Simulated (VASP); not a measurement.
Set up this calculation in VASP 6.6.1, as the native input.

```yaml
Task: electric field gradients
Functional: PBE
Potentials_or_basis: VASP PAW PBE potentials, release 64 (Zn, S)
Cutoff: 520 eV
k_mesh: 8 × 8 × 8
Occupations: fermi-dirac, width 0.01 eV
Spin: no spin polarisation
Dipole_correction: no
Further_INCAR_settings: ALGO = Normal; EDIFF = 1e-08; NBANDS = 16
```

The structure of ZnS lies in POSCAR:

```
ZnS
1.0
    0.0000000000      2.6680961947      2.6680961947
    2.6680961947      0.0000000000      2.6680961947
    2.6680961947      2.6680961947      0.0000000000
Zn S
1 1
Direct
    0.0000000000      0.0000000000      0.0000000000
    0.7500000000      0.7500000000      0.7500000000
```

This cell differs from its parent crystal: volume scaled by 0.96.

The input as run:

INCAR

```
PREC = Accurate
ENCUT = 520
EDIFF = 1E-8
ISMEAR = -1
SIGMA = 0.01
LREAL = False
LASPH = True
NELM = 80
ALGO = Normal
ISIF = 2
LWAVE = False
LCHARG = False
GGA = PE
LEFG = True
NBANDS = 16
```

KPOINTS

```
Automatic mesh
0
Gamma
  8 8 8
```

Potentials or basis: VASP PAW PBE potentials, release 64 (Zn, S).

Run with:

```bash
$ cat potpaw_PBE.64/Zn/POTCAR potpaw_PBE.64/S/POTCAR > POTCAR
$ mpirun -np 1 vasp_std > vasp.out
```

Results of the run:

```yaml
Pressure: 4.9 GPa
Band_gap_on_the_k_mesh: 2.28 eV, direct
```

Caveat: without QUAD_EFG the Cq values of the log hold for a quadrupole moment of 1 mb, not for the nuclei.

Wall time 29 s on 1 thread of Intel Xeon 8259CL, on a shared host, peak memory 0.16 GiB.
